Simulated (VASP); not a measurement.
Input of a VASP 6.6.1 run:

File INCAR:

```
SYSTEM = BaS
  PREC = Accurate
  ENCUT = 450
  EDIFF = 1E-7
  ISMEAR = -1
  SIGMA = 0.03
  LREAL = .False.
  LASPH = .True.
  NELM = 120
  ALGO = Normal
  ISIF = 2
  LWAVE = .False.
  LCHARG = .False.
  GGA = CA
  IBRION = 2
  NSW = 50
  EDIFFG = -0.01
  GGA_COMPAT = .False.
  NELMIN = 4
```

Contents of KPOINTS:

```
regular mesh
0
Gamma
  8 8 8
  0 0 0
```

Contents of POSCAR:

```
BaS
1.0
    0.0000000000      2.6428646459      2.6428646459
    2.6428646459      0.0000000000      2.6428646459
    2.6428646459      2.6428646459      0.0000000000
Ba S
1 1
Direct
    0.0000000000      0.0000000000      0.0000000000
    0.5000000000      0.5000000000      0.5000000000
```

Potentials or basis: VASP PAW LDA potentials, release 64 (Ba_sv, S).

Launch:

```bash
$ cat potpaw_LDA.64/Ba_sv/POTCAR potpaw_LDA.64/S/POTCAR > POTCAR
$ mpirun -np 1 vasp_std > vasp.out
```

Q: What does it give for the band gap on the k mesh?

A: Zero (bands 8 and 9 overlap by 0.76 eV).

Final structure:
```
Ba S
1.0
     0.00000    2.64286    2.64286
     2.64286    0.00000    2.64286
     2.64286    2.64286    0.00000
Ba S
1 1
Direct
  0.00000 0.00000 0.00000
  0.50000 0.50000 0.50000
```

Caveat: the relaxation stopped at its first step, so nothing moved; spin-orbit coupling is left out, which moves the levels of the heavy elements.
